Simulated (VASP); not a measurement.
# K2H: single point with PBE

K2H:

```
CELL_PARAMETERS angstrom
-1.85966 1.85966 7.46173
1.85966 -1.85966 7.46173
1.85966 1.85966 -7.46173
ATOMIC_POSITIONS crystal
K 0.61509 0.61509 0.00000
K 0.38491 0.38491 0.00000
H 0.00000 0.00000 0.00000
```

```yaml
Program: VASP 6.6.1
Task: single point
Functional: PBE
Potentials_or_basis: VASP PAW PBE potentials, release 64 (K_sv, H)
Cutoff: 520 eV
k_mesh: 6 × 6 × 6
Occupations: gaussian, width 0.1 eV
Spin: no spin polarisation
Dipole_correction: no
Further_INCAR_settings: ALGO = Normal; EDIFF = 1e-06; NBANDS = 16
```

```
Pressure               : 0.0 GPa
Largest force          : 0.004 eV/Å
Band gap on the k mesh : zero (an odd number of electrons rules out a gap without spin polarisation)
```

Forces on the atoms (eV/Å):
```
K    0.000  0.000  0.004
K    0.000  0.000 -0.004
H    0.000  0.000  0.000
```

Levels at points of the mesh, in eV from the Fermi level:
```tsv
k point	band 7	band 8	band 9	band 10	band 11	band 12	band 13	band 14
(0.00, 0.00, 0.00)	-15.53	-15.52	-4.10	-0.81	0.24	3.29	3.48	3.55
(0.50, 0.00, 0.00)	-15.51	-15.50	-2.95	0.45	0.97	1.80	3.09	4.11
(0.50, 0.50, 0.00)	-15.75	-15.48	-2.48	1.76	2.25	2.53	2.80	2.92
(0.50, 0.50, 0.50)	-15.53	-15.53	-3.96	-1.59	1.99	2.54	3.07	3.85
```

Run time: 2.5 min on 1 thread of Intel(R) Xeon(R) Platinum 8559C (Emerald Rapids), with other jobs on the host, peak memory 0.46 GiB.
